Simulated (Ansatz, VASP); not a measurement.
# Two plane-wave programs on Ta3Ag

Contents of INCAR:

```
SYSTEM = Ta3Ag
PREC = Accurate ; ENCUT = 500
EDIFF = 1E-7 ; ISMEAR = 0
SIGMA = 0.1 ; LREAL = .False.
LASPH = .True. ; NELM = 120
ALGO = Normal ; ISIF = 3
LWAVE = .False. ; LCHARG = .False.
GGA = PE ; IBRION = 2
NSW = 90 ; EDIFFG = -0.04
GGA_COMPAT = .False. ; NELMIN = 4
```

The input KPOINTS:

```
Automatic mesh
0
Gamma
  4 4 6
  0 0 0
```

The input POSCAR:

```
Ta3Ag
1.0
    4.4258816026      0.0000000000      0.0000000000
    0.0000000000      4.4258816026      0.0000000000
    0.0000000000      0.0000000000      3.6520287124
Ta Ag
3 1
Direct
    0.0000000000      0.5000000000      0.5000000000
    0.5000000000      0.0000000000      0.5000000000
    0.5000000000      0.5000000000      0.0000000000
    0.0000000000      0.0000000000      0.0000000000
```

Input for Ansatz:

```yaml
crystal:
  lattice:
    - [4.4258816026, 0.0, 0.0]
    - [0.0, 4.4258816026, 0.0]
    - [0.0, 0.0, 3.6520287124]
  atoms:
    - { symbol: Ta, position: [0.0, 0.5, 0.5] }
    - { symbol: Ta, position: [0.5, 0.0, 0.5] }
    - { symbol: Ta, position: [0.5, 0.5, 0.0] }
    - { symbol: Ag, position: [0.0, 0.0, 0.0] }
basis:
  ecutwfc: 420
kpoints:
  mp_grid: { grid: [4, 4, 6] }
hamiltonian:
  xc: pbe
scf:
  occupations: { method: gaussian, width: 0.1 }
  lower_state_search: "off"
output:
  forces: true
  stress: true
  eigenvalues: true
relax:
  adjacent_minimum: "off"
  f_tol: 0.04
  max_steps: 70
  cell: { stress_tol: 0.4 }
```

Alike in both runs: task relaxation of cell and atoms; functional PBE; k mesh 4 × 4 × 6; occupations gaussian, width 0.1 eV; no spin polarisation.

```csv
,VASP,Ansatz
version,VASP 6.6.1,Ansatz 0.2.0
potentials or method,"VASP PAW PBE potentials, release 64 (Ta_pv, Ag), cutoff 500 eV","scalar-relativistic, plane waves, PAW"
valence electrons in the cell,44,58
```

|  | VASP | Ansatz | Ansatz less VASP |
| --- | --- | --- | --- |
| gap on the k mesh at the Fermi level, each at its own relaxed structure (eV) | none | none | - |
| relaxed volume (Å³/atom) | 17.92 | 17.92 | -0.001 |
| relaxed cell length with the largest relative difference (Å) | 3.655 | 3.660 | +0.0045 |

A gap of «none» marks a metal or a gap that the smearing closes. VASP's potentials hold 44 valence electrons a cell and Ansatz's 58, so a difference there can come from the potentials and not from the codes.

Spin-orbit coupling is off throughout.
